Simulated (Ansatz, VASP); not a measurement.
## CaO: VASP beside Ansatz

```
Ca O
1.0
     0.00000    2.38742    2.38742
     2.38742    0.00000    2.38742
     2.38742    2.38742    0.00000
Ca O
1 1
Direct
  0.00000 0.00000 0.00000
  0.50000 0.50000 0.50000
```

Alike in both runs: task single point; functional BLYP; k mesh 10 × 10 × 10; occupations fermi-dirac, width 0.05 eV; no spin polarisation.

|  | VASP | Ansatz |
| --- | --- | --- |
| version | VASP 6.6.1 | Ansatz 0.2.0 |
| potentials or method | VASP PAW PBE potentials, release 64 (Ca_sv, O) | Ansatz PAW |
| plane-wave cutoff (eV) | 520 | 420 |
| valence electrons in the cell | 16 | 16 |

Ansatz gave:

* gap on the k mesh at the Fermi level (eV): 3.75
* least direct gap on the mesh (eV): 4.11
* pressure (GPa): 6.9

**Question.** What did VASP give for the same quantities?

**Answer.** gap on the k mesh at the Fermi level (eV): 3.72; least direct gap on the mesh (eV): 4.09; pressure (GPa): 7.5.

VASP's potentials were made for PBE, not for BLYP. The functional is the same, so the differences come from potentials, cutoffs and numerics.
